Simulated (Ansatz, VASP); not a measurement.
ZnS: VASP beside Ansatz

```
Zn S
1.0
     0.00000    2.72179    2.72179
     2.72179    0.00000    2.72179
     2.72179    2.72179    0.00000
Zn S
1 1
Cartesian
  0.0000 0.0000 0.0000
  1.3609 1.3609 1.3609
```

Alike in both runs: functional PBE; k mesh 10 × 10 × 10; occupations gaussian, width 0.02 eV; no spin polarisation.

Ansatz relaxed the structure, and its values are those at the end. VASP's run is a single point on that final structure, the one shown.

|  | VASP | Ansatz |
| --- | --- | --- |
| version | VASP 6.6.1 | Ansatz 0.2.0 |
| potentials or method | VASP PAW PBE potentials, release 64 (Zn, S), cutoff 500 eV | scalar-relativistic, plane waves, PAW |
| valence electrons in the cell | 18 | 18 |

Ansatz gave:

```
gap on the k mesh at the Fermi level (eV) : 2.01
least direct gap on the mesh (eV)         : 2.01
pressure (GPa)                            : 0.0
```

**Question.** Which values does VASP return?

**Answer.** gap on the k mesh at the Fermi level (eV): 2.02; least direct gap on the mesh (eV): 2.02; pressure (GPa): 0.1.
